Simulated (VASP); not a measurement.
# TiSi2: electric field gradients with PBEsol

Crystal: TiSi2.

```
Ti Si
1.0
     0.00000    4.13168    4.27566
     2.39443    0.00000    4.27566
     2.39443    4.13168    0.00000
Ti Si
2 4
Direct
  0.75000 0.75000 0.75000
  0.50000 0.50000 0.50000
  0.08300 0.41700 0.08300
  0.41700 0.08300 0.41700
  0.16700 0.83300 0.16700
  0.83300 0.16700 0.83300
```

This cell differs from its parent crystal: volume scaled by 1.01.

```
Program                : VASP 6.6.1
Task                   : electric field gradients
Functional             : PBEsol
Potentials or basis    : VASP PAW PBE potentials, release 64 (Ti_sv, Si)
Cutoff                 : 520 eV
k mesh                 : 8 × 8 × 8
Occupations            : fermi-dirac, width 0.08 eV
Spin                   : no spin polarisation
Dipole correction      : no
Further INCAR settings : ALGO = Normal; EDIFF = 1e-08; NBANDS = 29
```

```json
{
 "Pressure": "-3.0 GPa",
 "Largest force": "0.170 eV/Å",
 "Band gap on the k mesh": "zero (band 20 reaches 10.71 eV, above the bottom of band 21 at 8.88 eV)"
}
```

Forces in eV/Å, atoms in the order of the input:
```
Ti   0.000  0.000  0.000
Ti   0.000  0.000  0.000
Si   0.000  0.170  0.000
Si   0.000 -0.170  0.000
Si   0.000 -0.170  0.000
Si   0.000  0.170  0.000
```

Stress tensor (GPa, compression positive):
```
-2.38  0.00  0.00
 0.00 -3.14  0.00
 0.00  0.00 -3.57
```

Levels at points of the mesh, in eV from the Fermi level:
```tsv
k point	band 17	band 18	band 19	band 20	band 21	band 22	band 23	band 24
(0.00, 0.00, 0.00)	-2.23	-1.93	-1.71	-1.50	-0.93	1.99	3.16	3.25
(0.50, 0.00, 0.00)	-1.96	-1.08	-0.05	0.16	1.03	1.34	1.76	2.23
(0.50, 0.50, 0.00)	-1.59	-1.59	-1.03	-1.03	0.79	0.79	3.20	3.20
(0.50, 0.00, 0.50)	-2.40	-2.40	-0.85	-0.85	1.25	1.25	3.23	3.23
(0.00, 0.50, 0.50)	-1.25	-1.25	-0.65	-0.65	0.91	0.91	2.26	2.26
```

Electric field gradients, principal values (V/Å²):
| atom | least | middle | greatest (by size) |
| --- | --- | --- | --- |
| 1 Ti | -2.442 | -7.548 | 9.990 |
| 2 Ti | -2.442 | -7.548 | 9.990 |
| 3 Si | 12.615 | 21.730 | -34.345 |
| 4 Si | 12.615 | 21.730 | -34.345 |
| 5 Si | 12.615 | 21.730 | -34.345 |
| 6 Si | 12.615 | 21.730 | -34.345 |

Run time: 2.5 min on 1 thread of Intel(R) Xeon(R) 6975P-C (Granite Rapids) (shared host), peak memory 0.37 GiB.

Caveat: without QUAD_EFG the Cq values of the log hold for a quadrupole moment of 1 mb, not for the nuclei; the PAW data sets were made with another functional, which shifts forces and pressure a little.
